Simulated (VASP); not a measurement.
# WSe (F-43m) in VASP: a series of runs

WSe is run at these levels: PBE, r2SCAN; tasks: single point.

Everything below comes from runs of VASP 6.6.1. Logs are shortened: lines on timing, memory, paths and dates and some standing lists are left out, and cuts for length are marked.

## (1) The cell of the first run

The structure is cubic, space group F-43m (No. 216). The conventional cell has a = 5.356 Å, b = 5.356 Å, c = 5.356 Å, α = 90.00°, β = 90.00°, γ = 90.00°. W (site symmetry -43m) has 4 Se at 2.32 Å within 3.1 Å. Within 3.1 Å of Se (site symmetry -43m) lie 4 W at 2.32 Å.

## (2) Single point, PBE, collinear spin, ferromagnetic start

INCAR reads:

```
SYSTEM = WSe
ALGO = Normal
EDIFF = 1E-6
ENCUT = 520
GGA = PE
ISIF = 2
ISMEAR = 0
ISPIN = 2
LASPH = .TRUE.
LCHARG = .TRUE.
LELF = .TRUE.
LMAXMIX = 4
LORBIT = 11
LREAL = .FALSE.
LVHAR = .TRUE.
LWAVE = .FALSE.
MAGMOM = 1 0
NBANDS = 21
NELM = 150
PREC = Accurate
SIGMA = 0.1
```

KPOINTS reads:

```
k-points
0
G
  6 6 6
  0 0 0
```

POSCAR reads:

```
WSe
1.0
    0.0000000000      2.6782044124      2.6782044124
    2.6782044124      0.0000000000      2.6782044124
    2.6782044124      2.6782044124      0.0000000000
W Se
1 1
Direct
    0.0000000000      0.0000000000      0.0000000000
    0.2500000000      0.2500000000      0.2500000000
```

Potentials or basis: VASP PAW PBE potentials, release 64 (W_sv, Se).

Started as:

```sh
cat potpaw_PBE.64/W_sv/POTCAR potpaw_PBE.64/Se/POTCAR > POTCAR
mpirun -np 1 vasp_std > vasp.out
```

OUTCAR:

```text
SYSTEM = WSe
   EDIFF = 1E-6
   ENCUT = 520
   GGA = PE
   ISIF = 2
   ISMEAR = 0
   ISPIN = 2
   LASPH = .TRUE.
   LORBIT = 11
   LREAL = .FALSE.
   NELM = 150
   PREC = Accurate

 ion  position               nearest neighbor table
   1  0.000  0.000  0.000-   2 2.32   2 2.32   2 2.32   2 2.32
   2  0.250  0.250  0.250-   1 2.32   1 2.32   1 2.32   1 2.32

  LATTYP: Found a face centered cubic cell.
 ALAT       =     5.3564088248

  Lattice vectors:

 A1 = (   0.0000000000,   2.6782044124,   2.6782044124)
 A2 = (   2.6782044124,   0.0000000000,   2.6782044124)
 A3 = (   2.6782044124,   2.6782044124,   0.0000000000)

Analysis of symmetry for initial positions (statically):
=====================================================================
 Subroutine PRICEL returns:
 Original cell was already a primitive cell.

 Routine SETGRP: Setting up the symmetry group for a
 face centered cubic supercell.

 Subroutine GETGRP returns: Found 24 space group operations
 (whereof 24 operations were pure point group operations)
 out of a pool of 48 trial point group operations.

The static configuration has the point symmetry T_d .

Analysis of symmetry for dynamics (positions and initial velocities):
=====================================================================
 Subroutine PRICEL returns:
 Original cell was already a primitive cell.

 Routine SETGRP: Setting up the symmetry group for a
 face centered cubic supercell.

 Subroutine GETGRP returns: Found 24 space group operations
 (whereof 24 operations were pure point group operations)
 out of a pool of 48 trial point group operations.

The dynamic configuration has the point symmetry T_d .

Analysis of structural, dynamic, and magnetic symmetry:
=====================================================================
 Subroutine PRICEL returns:
 Original cell was already a primitive cell.

 Routine SETGRP: Setting up the symmetry group for a
 face centered cubic supercell.

 Subroutine GETGRP returns: Found 24 space group operations
 (whereof 24 operations were pure point group operations)
 out of a pool of 48 trial point group operations.

The overall configuration has the point symmetry T_d .

 Subroutine INISYM returns: Found 24 space group operations
 (whereof 24 operations are pure point group operations),
 and found     1 'primitive' translations

----------------------------------------------------------------------------------------

                                     Primitive cell

  volume of cell :      38.4203

  direct lattice vectors                    reciprocal lattice vectors
     0.000000000  2.678204412  2.678204412    -0.186692247  0.186692247  0.186692247
     2.678204412  0.000000000  2.678204412     0.186692247 -0.186692247  0.186692247
     2.678204412  2.678204412  0.000000000     0.186692247  0.186692247 -0.186692247

  length of vectors
     3.787553003  3.787553003  3.787553003     0.323360457  0.323360457  0.323360457

  position of ions in fractional coordinates (direct lattice)
     0.000000000  0.000000000  0.000000000
     0.250000000  0.250000000  0.250000000

  ion indices of the primitive-cell ions
   primitive index   ion index
                 1           1
                 2           2

----------------------------------------------------------------------------------------

 KPOINTS: k-points

Automatic generation of k-mesh.
 Grid dimensions read from file:
 generate k-points for:    6    6    6

 Generating k-lattice:

  Cartesian coordinates                     Fractional coordinates (reciprocal lattice)
    -0.031115375  0.031115375  0.031115375     0.166666667  0.000000000  0.000000000
     0.031115375 -0.031115375  0.031115375     0.000000000  0.166666667  0.000000000
     0.031115375  0.031115375 -0.031115375     0.000000000  0.000000000  0.166666667

  Length of vectors
     0.053893410  0.053893410  0.053893410

  Shift w.r.t. Gamma in fractional coordinates (k-lattice)
     0.000000000  0.000000000  0.000000000

 Subroutine IBZKPT returns following result:
 ===========================================

 Found     16 irreducible k-points:

 Following reciprocal coordinates:
            Coordinates               Weight
  0.000000  0.000000  0.000000      1.000000
  0.166667  0.000000  0.000000      8.000000
  0.333333  0.000000  0.000000      8.000000
  0.500000  0.000000  0.000000      4.000000
  0.166667  0.166667  0.000000      6.000000
  0.333333  0.166667  0.000000     24.000000
[... 8 lines left out ...]
 -0.333333  0.333333  0.166667     24.000000
 -0.333333  0.500000  0.166667     12.000000
   k-points           NKPTS =     16   k-points in BZ     NKDIM =     16   number of bands    NBANDS=     21
   number of dos      NEDOS =    301   number of ions     NIONS =      2
   total plane-waves  NPLWV =  21952
   dimension x,y,z NGX =    28 NGY =   28 NGZ =   28
   dimension x,y,z NGXF=    56 NGYF=   56 NGZF=   56
   ions per type =               1   1
[... 83 lines left out ...]
      1     -65.9332      1.00000
      2     -30.3500      1.00000
      3     -30.3279      1.00000
      4     -30.3279      1.00000
      5      -8.0427      1.00000
      6       1.4785      1.00000
[... 13 lines left out ...]
     20      21.8904      0.00000
     21      23.8083      0.00000

 k-point     3 :       0.3333    0.0000    0.0000
  band No.  band energies     occupation
      1     -65.9319      1.00000
      2     -30.4015      1.00000
      3     -30.3355      1.00000
      4     -30.3355      1.00000
      5      -7.4897      1.00000
      6       0.9909      1.00000
[... 13 lines left out ...]
     20      22.0278      0.00000
     21      25.7557      0.00000
[... 265 lines left out ...]
 k-point    15 :      -0.3333    0.3333    0.1667
  band No.  band energies     occupation
      1     -65.9305      1.00000
      2     -30.4135      1.00000
      3     -30.3725      1.00000
      4     -30.3525      1.00000
      5      -6.9082      1.00000
      6       1.3552      1.00000
[... 13 lines left out ...]
     20      23.2495      0.00000
     21      24.9866      0.00000

 k-point    16 :      -0.3333    0.5000    0.1667
  band No.  band energies     occupation
      1     -65.9303      1.00000
      2     -30.4173      1.00000
      3     -30.3713      1.00000
      4     -30.3608      1.00000
      5      -6.8080      1.00000
      6       0.7905      1.00000
[... 13 lines left out ...]
     20      23.5017      0.00000
     21      23.6713      0.00000
 Fermi energy:         7.7549554902

 spin component 2

 k-point     1 :       0.0000    0.0000    0.0000
  band No.  band energies     occupation
      1     -65.8772      1.00000
      2     -30.2471      1.00000
      3     -30.2471      1.00000
      4     -30.2471      1.00000
      5      -8.2926      1.00000
      6       1.9384      1.00000
[... 13 lines left out ...]
     20      22.3341      0.00000
     21      22.3341      0.00000

 k-point     2 :       0.1667    0.0000    0.0000
  band No.  band energies     occupation
      1     -65.8764      1.00000
      2     -30.2732      1.00000
      3     -30.2510      1.00000
      4     -30.2510      1.00000
      5      -8.0306      1.00000
      6       1.5091      1.00000
[... 13 lines left out ...]
     20      21.9249      0.00000
     21      23.8416      0.00000

 k-point     3 :       0.3333    0.0000    0.0000
  band No.  band energies     occupation
      1     -65.8751      1.00000
      2     -30.3248      1.00000
      3     -30.2586      1.00000
      4     -30.2586      1.00000
      5      -7.4798      1.00000
      6       1.0184      1.00000
[... 13 lines left out ...]
     20      22.0703      0.00000
     21      25.7918      0.00000
[... 265 lines left out ...]
 k-point    15 :      -0.3333    0.3333    0.1667
  band No.  band energies     occupation
      1     -65.8737      1.00000
      2     -30.3369      1.00000
      3     -30.2957      1.00000
      4     -30.2757      1.00000
      5      -6.9010      1.00000
      6       1.3881      1.00000
[... 13 lines left out ...]
     20      23.2873      0.00000
     21      25.0242      0.00000

 k-point    16 :      -0.3333    0.5000    0.1667
  band No.  band energies     occupation
      1     -65.8735      1.00000
      2     -30.3407      1.00000
      3     -30.2945      1.00000
      4     -30.2839      1.00000
      5      -6.8014      1.00000
      6       0.8305      1.00000
[... 13 lines left out ...]
     20      23.5334      0.00000
     21      23.7086      0.00000

------------------------ aborting loop because EDIFF is reached ----------------------------------------

  FORCE on cell =-STRESS in cart. coord.  units (eV):
  Direction    XX          YY          ZZ          XY          YZ          ZX
  --------------------------------------------------------------------------------------
  -------------------------------------------------------------------------------------
  Total        7.0541345      7.0541345      7.0541345      0.0000000      0.0000000      0.0000000
  in kB      294.1664637    294.1664637    294.1664637      0.0000000      0.0000000      0.0000000
  external PRESSURE =     294.1664637 kB  Pullay stress =       0.0000000 kB

 VOLUME and BASIS-vectors are now :
 -----------------------------------------------------------------------------
  energy-cutoff  :      520.00
  volume of cell :       38.42
      direct lattice vectors                 reciprocal lattice vectors
     0.000000000  2.678204412  2.678204412    -0.186692247  0.186692247  0.186692247
     2.678204412  0.000000000  2.678204412     0.186692247 -0.186692247  0.186692247
     2.678204412  2.678204412  0.000000000     0.186692247  0.186692247 -0.186692247

 POSITION                                       TOTAL-FORCE (eV/Angst)
 -----------------------------------------------------------------------------------
      0.00000      0.00000      0.00000        -0.000000     -0.000000     -0.000000
      1.33910      1.33910      1.33910         0.000000      0.000000      0.000000
 -----------------------------------------------------------------------------------
    total drift:                               -0.000000     -0.000000     -0.000000

  FREE ENERGIE OF THE ION-ELECTRON SYSTEM (eV)
  ---------------------------------------------------
  free  energy   TOTEN  =       -13.8769646836 eV

  energy  without entropy=      -13.8634130311  energy(sigma->0) =      -13.87018886

 total charge

# of ion       s       p       d       tot
------------------------------------------
    1        2.358   6.226   3.762  12.347
    2        1.426   2.542   0.243   4.212
--------------------------------------------------
tot          3.785   8.769   4.006  16.559

 magnetization (x)

# of ion       s       p       d       tot
------------------------------------------
    1        0.003   0.001   0.124   0.128
    2       -0.001  -0.004   0.005   0.000
--------------------------------------------------
tot          0.002  -0.003   0.129   0.129
```

It took 13 s on 1 thread of Intel Xeon 6975P-C (Granite Rapids), shared host; peak memory 0.18 GiB.

Results:

* Free energy: -13.8770 eV
* Pressure: 29.4 GPa
* Net moment: 0.15 μB per cell
* Site moments: W +0.13; Se +0.00 μB
* Valence electrons inside the program's atomic spheres: W 12.35; Se 4.21

Caveat: spin-orbit coupling is left out, which moves the levels of the heavy elements.

## (3) Single point, PBE, collinear spin, ferromagnetic start

This run uses another cell than the first one, of 22.95 Å³/atom, 1.195 times its volume.

INCAR reads:

```
SYSTEM = WSe
ALGO = Normal ; EDIFF = 1E-6
ENCUT = 520 ; GGA = PE
ISIF = 2 ; ISMEAR = 0
ISPIN = 2 ; LASPH = .True.
LCHARG = .False. ; LMAXMIX = 4
LORBIT = 11 ; LREAL = .False.
LWAVE = .False. ; MAGMOM = 0.18 0
NBANDS = 21 ; NELM = 150
PREC = Accurate ; SIGMA = 0.1
```

KPOINTS reads:

```
k-points
0
Gamma
  6 6 6
  0 0 0
```

POSCAR reads:

```
WSe
1.0
    0.0000000000      2.8418212748      2.8418212748
    2.8418212748      0.0000000000      2.8418212748
    2.8418212748      2.8418212748      0.0000000000
W Se
1 1
Direct
    0.0000000000      0.0000000000      0.0000000000
    0.2500000000      0.2500000000      0.2500000000
```

Potentials or basis: VASP PAW PBE potentials, release 64 (W_sv, Se).

Started as:

```sh
cat potpaw_PBE.64/W_sv/POTCAR potpaw_PBE.64/Se/POTCAR > POTCAR
mpirun -np 1 vasp_std > vasp.out
```

Run time: 26 s. Hardware: 1 thread of Intel Xeon 6975P-C (Granite Rapids), shared host; peak memory 0.2 GiB.

Results (log left out):

| Item | Value |
| --- | --- |
| Free energy | -14.4103 eV |
| Pressure | -1.8 GPa |
| Band gap on the k mesh | zero (filled and empty bands overlap) |
| Net moment | 0.00 μB per cell |
| Valence electrons inside the program's atomic spheres | W 11.99; Se 3.99 |

Levels at points of the mesh, in eV from the Fermi level:
Spin up:
```tsv
k point	band 7	band 8	band 9	band 10	band 11	band 12	band 13	band 14
(0.00, 0.00, 0.00)	-5.13	-5.13	-0.43	-0.43	0.47	4.62	4.62	4.62
(0.50, 0.00, 0.00)	-4.75	-4.75	-0.12	-0.05	-0.05	2.35	2.35	3.13
(0.50, 0.50, 0.00)	-4.10	-4.10	-1.60	-0.42	0.50	0.93	0.93	6.37
```
Spin down:
```csv
k point,band 8,band 9,band 10,band 11,band 12,band 13
"(0.00, 0.00, 0.00)",-5.13,-0.43,-0.43,0.47,4.62,4.62
"(0.50, 0.00, 0.00)",-4.75,-0.12,-0.05,-0.05,2.35,2.35
"(0.50, 0.50, 0.00)",-4.10,-1.60,-0.42,0.50,0.93,0.93
```

Caveat: spin-orbit coupling is left out, which moves the levels of the heavy elements.

## (4) Single point, PBE

This run uses another cell than the first one, of 22.54 Å³/atom, 1.173 times its volume.

INCAR reads:

```
  ALGO = Normal
  EDIFF = 1E-6
  ENCUT = 520
  GGA = PE
  ISIF = 2
  ISMEAR = 0
  LASPH = True
  LCHARG = False
  LREAL = False
  LWAVE = False
  NBANDS = 17
  NELM = 100
  PREC = Accurate
  SIGMA = 0.1
```

KPOINTS reads:

```
k-points
0
Gamma
  12 12 12
```

POSCAR reads:

```
WSe
1.0
    0.0000000000      2.8247185542      2.8247185542
    2.8247185542      0.0000000000      2.8247185542
    2.8247185542      2.8247185542      0.0000000000
W Se
1 1
Direct
    0.0000000000      0.0000000000      0.0000000000
    0.2500000000      0.2500000000      0.2500000000
```

Started as:

```sh
cat potpaw_PBE.64/W_sv/POTCAR potpaw_PBE.64/Se/POTCAR > POTCAR
mpirun -np 1 vasp_std > vasp.out
```

Run time: 18 s. Hardware: 1 thread of Intel Xeon 6975P-C (Granite Rapids), shared host; peak memory 0.2 GiB.

It converged, with:

```yaml
Free_energy: -14.4110 eV
Pressure: 0.2 GPa
Band_gap_on_the_k_mesh: zero (band 10 reaches 6.42 eV, above the bottom of band 11 at 6.00 eV)
```

Levels at points of the mesh, in eV from the Fermi level:
```csv
k point,band 6,band 7,band 8,band 9,band 10,band 11,band 12,band 13,band 14,band 15
"(0.00, 0.00, 0.00)",-5.27,-5.27,-5.27,-0.51,-0.51,0.45,4.66,4.66,4.66,7.25
"(0.50, 0.00, 0.00)",-6.33,-4.88,-4.88,-0.19,-0.11,-0.11,2.33,2.33,3.12,8.26
"(0.50, 0.50, 0.00)",-6.81,-4.20,-4.20,-1.72,-0.48,0.46,0.89,0.89,6.47,7.35
```

Caveat: spin-orbit coupling is left out, which moves the levels of the heavy elements.

## (5) Single point, PBE

This run uses another cell than the first one, of 22.88 Å³/atom, 1.191 times its volume.

INCAR reads:

```
PREC = Accurate ; ENCUT = 520
EDIFF = 1E-6 ; ISMEAR = 0
SIGMA = 0.1 ; LREAL = False
LASPH = True ; NELM = 60
ALGO = Normal ; ISIF = 2
LWAVE = False ; LCHARG = False
GGA = PE ; NBANDS = 17
```

KPOINTS reads:

```
Automatic mesh
0
Gamma
  12 12 12
```

POSCAR reads:

```
WSe
1.0
    0.0000000000      2.8388664208      2.8388664208
    2.8388664208      0.0000000000      2.8388664208
    2.8388664208      2.8388664208      0.0000000000
W Se
1 1
Direct
    0.0000000000      0.0000000000      0.0000000000
    0.2500000000      0.2500000000      0.2500000000
```

Started as:

```sh
cat potpaw_PBE.64/W_sv/POTCAR potpaw_PBE.64/Se/POTCAR > POTCAR
mpirun -np 1 vasp_std > vasp.out
```

Wall time 18 s (1 thread of Intel Xeon 6975P-C (Granite Rapids), shared host); peak memory 0.2 GiB.

It converged, with:

* Free energy: -14.4083 eV
* Pressure: -1.6 GPa
* Band gap on the k mesh: zero (band 10 reaches 6.27 eV, above the bottom of band 11 at 5.86 eV)

Levels at points of the mesh, in eV from the Fermi level:
```tsv
k point	band 8	band 9	band 10	band 11	band 12	band 13
(0.00, 0.00, 0.00)	-5.21	-0.49	-0.49	0.41	4.58	4.58
(0.50, 0.00, 0.00)	-4.83	-0.19	-0.11	-0.11	2.29	2.29
(0.50, 0.50, 0.00)	-4.18	-1.67	-0.48	0.45	0.88	0.88
```

Caveat: spin-orbit coupling is left out, which moves the levels of the heavy elements.

## (6) Single point, r2SCAN

This run uses another cell than the first one, of 22.88 Å³/atom, 1.191 times its volume.

POSCAR is that of step 5.

INCAR.step1 reads:

```
PREC = Accurate
ENCUT = 520
ISMEAR = 0
SIGMA = 0.1
LREAL = F
LASPH = T
NELM = 80
NBANDS = 17
GGA = PE
ALGO = Normal
EDIFF = 1E-4
LWAVE = T
LCHARG = F
```

INCAR.step2 reads:

```
PREC = Accurate
ENCUT = 520
EDIFF = 1E-6
ISMEAR = 0
SIGMA = 0.1
LREAL = F
LASPH = T
NELM = 80
ALGO = Normal
ISIF = 2
LWAVE = F
LCHARG = F
METAGGA = R2SCAN
LMIXTAU = T
NBANDS = 17
ISTART = 1
```

KPOINTS reads:

```
regular mesh
0
Gamma
  12 12 12
```

Potentials or basis: VASP PAW PBE potentials, release 64 (W_sv, Se).

Started as:

```sh
cat potpaw_PBE.64/W_sv/POTCAR potpaw_PBE.64/Se/POTCAR > POTCAR
cp INCAR.step1 INCAR
mpirun -np 1 vasp_std > vasp.out
cp INCAR.step2 INCAR
mpirun -np 1 vasp_std > vasp.out
```

Run time: 88 s. Hardware: 1 thread of Intel Xeon 6975P-C (Granite Rapids), shared host; peak memory 0.2 GiB.

It converged, with:

```yaml
Free_energy: -63.6098 eV
Pressure: -4.2 GPa
Band_gap_on_the_k_mesh: zero (band 10 reaches 6.19 eV, above the bottom of band 11 at 5.80 eV)
```

Levels at points of the mesh, in eV from the Fermi level:
| k point | band 7 | band 8 | band 9 | band 10 | band 11 | band 12 | band 13 | band 14 |
| --- | --- | --- | --- | --- | --- | --- | --- | --- |
| (0.00, 0.00, 0.00) | -5.53 | -5.53 | -0.56 | -0.56 | 0.75 | 4.82 | 4.82 | 4.82 |
| (0.50, 0.00, 0.00) | -5.15 | -5.15 | -0.14 | -0.14 | -0.07 | 2.45 | 2.45 | 3.42 |
| (0.50, 0.50, 0.00) | -4.49 | -4.49 | -1.62 | -0.47 | 0.43 | 1.00 | 1.00 | 6.67 |

Caveat: the PAW data sets were made with another functional, which shifts forces and pressure a little; spin-orbit coupling is left out, which moves the levels of the heavy elements.

## (7) Summary

| level | spin | cell | k mesh | gap on the mesh (eV) | pressure (GPa) | moment (μB) |
| --- | --- | --- | --- | --- | --- | --- |
| PBE | collinear, ferromagnetic start | a = 3.788 Å, angles 60.0°, 2 atoms | 6 × 6 × 6 | none | 29.4 | 0.15 |
| PBE | collinear, ferromagnetic start | a = 4.019 Å, angles 60.0°, 2 atoms | 6 × 6 × 6 | none | -1.8 | 0.00 |
| PBE | off | a = 3.995 Å, angles 60.0°, 2 atoms | 12 × 12 × 12 | none | 0.2 | - |
| PBE | off | a = 4.015 Å, angles 60.0°, 2 atoms | 12 × 12 × 12 | none | -1.6 | - |
| r2SCAN | off | a = 4.015 Å, angles 60.0°, 2 atoms | 12 × 12 × 12 | none | -4.2 | - |

Alike in all rows: task single point; potentials or basis VASP PAW PBE potentials, release 64 (W_sv, Se); cutoff (eV) 520; smearing gaussian 0.1 eV.

Caveats: spin-orbit coupling is left out, which moves the levels of the heavy elements; the PAW data sets were made with another functional, which shifts forces and pressure a little (some runs).

Absolute energies hang on the potentials; compare differences alone.
